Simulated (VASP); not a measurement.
# SiO2 (P6_422) in VASP: relaxation of the atoms with r2SCAN

Aim: the relaxation of the atoms of SiO2 with r2SCAN.

All numbers are computed with VASP 6.6.1; they aren't measurements. Logs are shortened: lines on timing, memory, paths and dates and some standing lists are left out, and cuts for length are marked.

### 1 The cell of the first run

It takes space group P6_422 (No. 181, hexagonal). The conventional cell has a = 5.061 Å, b = 5.061 Å, c = 5.541 Å, α = 90.00°, β = 90.00°, γ = 120.00°. Si (site symmetry 222) has 4 O at 1.61 Å within 2.1 Å. O (site symmetry 2) has 2 Si at 1.61 Å within 2.1 Å.

### 2 Relaxation of the atoms, r2SCAN

Input file POSCAR:

```
SiO2
1.0
    5.0605222284      0.0000000000      0.0000000000
   -2.5302611142      4.3825408062      0.0000000000
    0.0000000000      0.0000000000      5.5413533100
Si O
3 6
Direct
    0.0000000000      0.5000000000      0.3333333333
    0.5000000000      0.5000000000      0.6666666667
    0.5000000000      0.0000000000      0.0000000000
    0.5827892600      0.7913946300      0.8333333333
    0.7913946300      0.5827892600      0.5000000000
    0.7913946300      0.2086053700      0.1666666667
    0.4172107400      0.2086053700      0.8333333333
    0.2086053700      0.4172107400      0.5000000000
    0.2086053700      0.7913946300      0.1666666667
```

Input file INCAR.step1:

```
ALGO     = Normal         # electronic algorithm
EDIFF    = 1E-5           # SCF threshold, eV
EDIFFG   = -0.01          # ionic threshold
ENCUT    = 580            # plane-wave cutoff, eV
GGA      = PE             # functional
GGA_COMPAT= F            
IBRION   = 2              # ionic algorithm
ISMEAR   = -1             # smearing method
KPAR     = 4            
LASPH    = T              # aspherical terms in the spheres
LCHARG   = F              # write CHGCAR
LREAL    = F              # projectors in reciprocal space
LWAVE    = T              # write WAVECAR
NELM     = 120            # most SCF steps
NELMIN   = 4            
NSW      = 100            # ionic steps
PREC     = Accurate       # precision mode
SIGMA    = 0.01           # smearing width, eV
```

Input file INCAR.step2:

```
ALGO     = Normal         # electronic algorithm
EDIFF    = 1E-7           # SCF threshold, eV
EDIFFG   = -0.02          # ionic threshold
ENCUT    = 580            # plane-wave cutoff, eV
GGA_COMPAT= F            
IBRION   = 2              # ionic algorithm
ISIF     = 2              # what is computed and relaxed
ISMEAR   = -1             # smearing method
ISTART   = 1            
KPAR     = 4            
LASPH    = T              # aspherical terms in the spheres
LCHARG   = F              # write CHGCAR
LMIXTAU  = T            
LREAL    = F              # projectors in reciprocal space
LWAVE    = F              # write WAVECAR
METAGGA  = R2SCAN         # meta-GGA
NELM     = 120            # most SCF steps
NELMIN   = 4            
NSW      = 80             # ionic steps
PREC     = Accurate       # precision mode
SIGMA    = 0.01           # smearing width, eV
```

Input file KPOINTS:

```
k-points
0
Gamma
  6 6 5
```

Potentials or basis: VASP PAW PBE potentials, release 64 (Si, O).

Run with:

```
$ cat potpaw_PBE.64/Si/POTCAR potpaw_PBE.64/O/POTCAR > POTCAR
$ cp INCAR.step1 INCAR
$ mpirun -np 4 vasp_std > vasp.out
$ cp INCAR.step2 INCAR
$ mpirun -np 4 vasp_std > vasp.out
```

OUTCAR:

```text
EDIFF = 1E-7
   EDIFFG = -0.02
   ENCUT = 580
   IBRION = 2
   ISIF = 2
   ISMEAR = -1
   ISTART = 1
   LASPH = T
   LREAL = F
   METAGGA = R2SCAN
   NELM = 120
   NELMIN = 4
   NSW = 80
   PREC = Accurate

 ion  position               nearest neighbor table
   1  0.000  0.500  0.333-   6 1.61   9 1.61   8 1.61   5 1.61   3 3.13   3 3.13   2 3.13   2 3.13

   2  0.500  0.500  0.667-   4 1.61   7 1.61   5 1.61   8 1.61   3 3.13   3 3.13   1 3.13   1 3.13

   3  0.500  0.000  0.000-   4 1.61   7 1.61   6 1.61   9 1.61   1 3.13   2 3.13   2 3.13   1 3.13

   4  0.583  0.791  0.833-   2 1.61   3 1.61
   5  0.791  0.583  0.500-   1 1.61   2 1.61
   6  0.791  0.209  0.167-   1 1.61   3 1.61
   7  0.417  0.209  0.833-   2 1.61   3 1.61
   8  0.209  0.417  0.500-   1 1.61   2 1.61
   9  0.209  0.791  0.167-   1 1.61   3 1.61

  LATTYP: Found a hexagonal cell.
 ALAT       =     5.0605222284
 C/A-ratio  =     1.0950160991

  Lattice vectors:

 A1 = (   5.0605222284,   0.0000000000,   0.0000000000)
 A2 = (  -2.5302611142,   4.3825408062,   0.0000000000)
 A3 = (   0.0000000000,   0.0000000000,   5.5413533100)

Analysis of symmetry for initial positions (statically):
=====================================================================
 Subroutine PRICEL returns:
 Original cell was already a primitive cell.

 Routine SETGRP: Setting up the symmetry group for a
 hexagonal supercell.

 Subroutine GETGRP returns: Found 12 space group operations
 (whereof  4 operations were pure point group operations)
 out of a pool of 24 trial point group operations.

The static configuration has the point symmetry D_2 .
 The point group associated with its full space group is D_6 .

Analysis of symmetry for dynamics (positions and initial velocities):
=====================================================================
 Subroutine PRICEL returns:
 Original cell was already a primitive cell.

 Routine SETGRP: Setting up the symmetry group for a
 hexagonal supercell.

 Subroutine GETGRP returns: Found 12 space group operations
 (whereof  4 operations were pure point group operations)
 out of a pool of 24 trial point group operations.

The dynamic configuration has the point symmetry D_2 .
 The point group associated with its full space group is D_6 .

 Subroutine INISYM returns: Found 12 space group operations
 (whereof  4 operations are pure point group operations),
 and found     1 'primitive' translations

----------------------------------------------------------------------------------------

                                     Primitive cell

  volume of cell :     122.8958

  direct lattice vectors                    reciprocal lattice vectors
     5.060522228  0.000000000  0.000000000     0.197608064  0.114089069  0.000000000
    -2.530261114  4.382540806  0.000000000     0.000000000  0.228178138  0.000000000
     0.000000000  0.000000000  5.541353310     0.000000000  0.000000000  0.180461332

  length of vectors
     5.060522228  5.060522228  5.541353310     0.228178138  0.228178138  0.180461332

  position of ions in fractional coordinates (direct lattice)
     0.000000000  0.500000000  0.333333333
     0.500000000  0.500000000  0.666666667
     0.500000000  0.000000000  0.000000000
     0.582789260  0.791394630  0.833333333
     0.791394630  0.582789260  0.500000000
     0.791394630  0.208605370  0.166666667
     0.417210740  0.208605370  0.833333333
     0.208605370  0.417210740  0.500000000
     0.208605370  0.791394630  0.166666667

  ion indices of the primitive-cell ions
   primitive index   ion index
                 1           1
                 2           2
                 3           3
                 4           4
                 5           5
                 6           6
                 7           7
                 8           8
                 9           9

----------------------------------------------------------------------------------------

 KPOINTS: k-points

Automatic generation of k-mesh.
 Grid dimensions read from file:
 generate k-points for:    6    6    5

 Generating k-lattice:

  Cartesian coordinates                     Fractional coordinates (reciprocal lattice)
     0.032934677  0.019014845  0.000000000     0.166666667  0.000000000  0.000000000
     0.000000000  0.038029690  0.000000000     0.000000000  0.166666667  0.000000000
     0.000000000  0.000000000  0.036092266     0.000000000  0.000000000  0.200000000

  Length of vectors
     0.038029690  0.038029690  0.036092266

  Shift w.r.t. Gamma in fractional coordinates (k-lattice)
     0.000000000  0.000000000  0.000000000

 Subroutine IBZKPT returns following result:
 ===========================================

 Found     21 irreducible k-points:

 Following reciprocal coordinates:
            Coordinates               Weight
  0.000000  0.000000  0.000000      1.000000
  0.166667  0.000000  0.000000      6.000000
  0.333333  0.000000  0.000000      6.000000
  0.500000  0.000000  0.000000      3.000000
  0.166667  0.166667  0.000000      6.000000
  0.333333  0.166667  0.000000     12.000000
[... 13 lines left out ...]
  0.333333  0.166667  0.400000     24.000000
  0.333333  0.333333  0.400000      4.000000
   k-points           NKPTS =     21   k-points in BZ     NKDIM =     21   number of bands    NBANDS=     29
   number of dos      NEDOS =    301   number of ions     NIONS =      9
   total plane-waves  NPLWV =  76800
   dimension x,y,z NGX =    40 NGY =   40 NGZ =   48
   dimension x,y,z NGXF=    80 NGYF=   80 NGZF=   96
   ions per type =               3   6
   NGX,Y,Z   is equivalent  to a cutoff of  13.14, 13.14, 14.40 a.u.
   NGXF,Y,Z  is equivalent  to a cutoff of  26.28, 26.28, 28.80 a.u.
 SYSTEM =  unknown system
   PREC   = accura    normal or accurate (medium, high low for compatibility)
   ISTART =      1    job   : 0-new  1-cont  2-samecut
   ICHARG =      0    charge: 1-file 2-atom 10-const
   ISPIN  =      1    spin polarized calculation?
   LNONCOLLINEAR =      F non collinear calculations
   LSORBIT =      F    spin-orbit coupling
   LASPH  =      T    aspherical Exc in radial PAW
   ENCUT  =  580.0 eV  42.63 Ry    6.53 a.u.   9.94  9.94 10.88*2*pi/ulx,y,z
   NELM   =    120;   NELMIN=  4; NELMDL=  0     # of ELM steps
   EDIFF  = 0.1E-06   stopping-criterion for ELM
   LREAL  =      F    real-space projection
   EDIFFG = -.2E-01   stopping-criterion for IOM
   NSW    =     80    number of steps for IOM
   IBRION =      2    ionic relax: 0-MD 1-quasi-New 2-CG
   NFREE  =      1    steps in history (QN), initial steepest desc. (CG)
   ISIF   =      2    stress and relaxation
   ISYM   =      2    0-nonsym 1-usesym 2-fastsym
   POTIM  = 0.5000    time-step for ionic-motion
   TEBEG  =    0.0;   TEEND  =   0.0 temperature during run
   PSTRESS=    0.0 pullay stress
   NELECT =      48.0000    total number of electrons
   NUPDOWN=      -1.0000    fix difference up-down
   EMIN   =  10.00;   EMAX   =-10.00  energy-range for DOS
   EFERMI =   0.00;   METHOD = LEGACY
   ISMEAR =    -1;   SIGMA  =   0.01  broadening in eV -4-tet -1-fermi 0-gaus
   EFERMI_NEDOS =   21; number of points for ismear=-14 and -15
   IALGO  =     38    algorithm
   IMIX   =      4    mixing-type and parameters
     AMIX     =   0.40;   BMIX     =  1.00
     AMIX_MAG =   1.60;   BMIX_MAG =  1.00
  volume/ion in A,a.u.               =      13.66        92.15
  Fermi-wavevector in a.u.,A,eV,Ry     =   1.196675  2.261388 19.483963  1.432031
  Thomas-Fermi vector in A             =   2.332609
   LORBIT       =      0    0 simple, 1 ext, 2 COOP (PROOUT), +10 PAW based schemes
   METAGGA = R2SCAN    functional components
   LHFCALC =     F    Hartree Fock is set to
   AEXX    =    0.0000 exact exchange contribution
   IVDW    =     0    specifies the selected vdW correction
   LEPSILON=     F    determine dielectric tensor
   LRPA    =     F    only Hartree local field effects (RPA)
 conjugate gradient relaxation of ions
 non-spin polarized calculation
  energy-cutoff  :      580.00
  volume of cell :      122.90
 maximum number of plane-waves:      3928
 NGX is ok and might be reduce to    40
   NGX = 19   NGY = 19   NGZ = 21

 number of electron      47.9999982 magnetization

 Free energy of the ion-electron system (eV)
  ---------------------------------------------------
  ext. energy  EPLUGINS =         0.00000000
  ---------------------------------------------------
  free energy    TOTEN  =       -89.37577323 eV

  energy without entropy =      -89.37577323  energy(sigma->0) =      -89.37577323

 E-fermi :   0.3136     XC(G=0):  -9.1982

 val. band max:        0.0795639501   @ k =   0.0000   0.0000   0.4000
 cond. band min:       6.3741973895   @ k =   0.0000   0.0000   0.0000
 fundamental gap:      6.2946334394
 Fermi energy:         0.3135941521

 k-point     1 :       0.0000    0.0000    0.0000
  band No.  band energies     occupation
      1     -20.3502      2.00000
      2     -18.9026      2.00000
      3     -18.9026      2.00000
      4     -18.3280      2.00000
      5     -18.2743      2.00000
      6     -18.2743      2.00000
[... 21 lines left out ...]
     28      10.1373      0.00000
     29      10.1373      0.00000

 k-point     2 :       0.1667    0.0000    0.0000
  band No.  band energies     occupation
      1     -20.2759      2.00000
      2     -19.0026      2.00000
      3     -18.8967      2.00000
      4     -18.3256      2.00000
      5     -18.2844      2.00000
      6     -18.2812      2.00000
[... 21 lines left out ...]
     28      10.1550      0.00000
     29      10.2873      0.00000

 k-point     3 :       0.3333    0.0000    0.0000
  band No.  band energies     occupation
      1     -20.0766      2.00000
      2     -19.2568      2.00000
      3     -18.8847      2.00000
      4     -18.3206      2.00000
      5     -18.3002      2.00000
      6     -18.2956      2.00000
[... 542 lines left out ...]
      5     -18.3050      2.00000
      6     -18.2914      2.00000
[... 21 lines left out ...]
     28      10.4002      0.00000
     29      10.7694      0.00000

 k-point    21 :       0.3333    0.3333    0.4000
  band No.  band energies     occupation
      1     -19.8465      2.00000
      2     -19.3089      2.00000
      3     -19.1089      2.00000
      4     -18.3347      2.00000
      5     -18.3077      2.00000
      6     -18.2966      2.00000
[... 21 lines left out ...]
     28      10.4400      0.00000
     29      10.9581      0.00000

------------------------ aborting loop because EDIFF is reached ----------------------------------------

  FORCE on cell =-STRESS in cart. coord.  units (eV):
  Direction    XX          YY          ZZ          XY          YZ          ZX
  --------------------------------------------------------------------------------------
  -------------------------------------------------------------------------------------
  Total        0.0543179      0.0543179      0.0701748     -0.0000000      0.0000000     -0.0000000
  in kB        0.7081357      0.7081357      0.9148603     -0.0000000      0.0000000     -0.0000000
  external PRESSURE =       0.7770439 kB  Pullay stress =       0.0000000 kB

 VOLUME and BASIS-vectors are now :
 -----------------------------------------------------------------------------
  energy-cutoff  :      580.00
  volume of cell :      122.90
      direct lattice vectors                 reciprocal lattice vectors
     5.060522228  0.000000000  0.000000000     0.197608064  0.114089069  0.000000000
    -2.530261114  4.382540806  0.000000000     0.000000000  0.228178138  0.000000000
     0.000000000  0.000000000  5.541353310     0.000000000  0.000000000  0.180461332

 POSITION                                       TOTAL-FORCE (eV/Angst)
 -----------------------------------------------------------------------------------
     -1.26513      2.19127      1.84712        -0.000000      0.000000     -0.000000
      1.26513      2.19127      3.69424        -0.000000      0.000000      0.000000
      2.53026      0.00000      0.00000        -0.000000      0.000000     -0.000000
      0.94678      3.46832      4.61779         0.014925      0.008617     -0.000000
      2.53026      2.55410      2.77068        -0.000000      0.017234     -0.000000
      3.47704      0.91422      0.92356         0.014925     -0.008617     -0.000000
      1.58348      0.91422      4.61779        -0.014925     -0.008617      0.000000
      0.00000      1.82844      2.77068        -0.000000     -0.017234     -0.000000
     -0.94678      3.46832      0.92356        -0.014925      0.008617      0.000000
 -----------------------------------------------------------------------------------
    total drift:                                0.000000     -0.000000     -0.000001

  FREE ENERGIE OF THE ION-ELECTRON SYSTEM (eV)
  ---------------------------------------------------
  free  energy   TOTEN  =       -89.3757732297 eV

  energy  without entropy=      -89.3757732297  energy(sigma->0) =      -89.37577323

 reached required accuracy - stopping structural energy minimisation
```

Run time: 3.9 min. Hardware: 4 MPI ranks of Intel Xeon Platinum 8375C at 2.90GHz (Ice Lake), shared host; peak memory 0.32 GiB.

Results:

```yaml
Free_energy: -89.3758 eV
Pressure_after_relaxing: 0.1 GPa
Largest_force_after_relaxing: 0.017 eV/Å
Band_gap_on_the_k_mesh: 6.29 eV (least direct gap 6.50 eV)
```

Forces in eV/Å, atoms in the order of the input:
```
Si   0.000  0.000  0.000
Si   0.000  0.000  0.000
Si   0.000  0.000  0.000
O    0.015  0.009  0.000
O    0.000  0.017  0.000
O    0.015 -0.009  0.000
O   -0.015 -0.009  0.000
O    0.000 -0.017  0.000
O   -0.015  0.009  0.000
```

Final structure:
```
Si O
1.0
     5.06052    0.00000    0.00000
    -2.53026    4.38254    0.00000
     0.00000    0.00000    5.54135
Si O
3 6
Direct
  0.00000 0.50000 0.33333
  0.50000 0.50000 0.66667
  0.50000 0.00000 0.00000
  0.58279 0.79139 0.83333
  0.79139 0.58279 0.50000
  0.79139 0.20861 0.16667
  0.41721 0.20861 0.83333
  0.20861 0.41721 0.50000
  0.20861 0.79139 0.16667
```

Caveat: the relaxation stopped at its first step, so nothing moved; the PAW data sets were made with another functional, which shifts forces and pressure a little; an odd mesh through Γ misses points on the zone boundary, where band edges can lie.
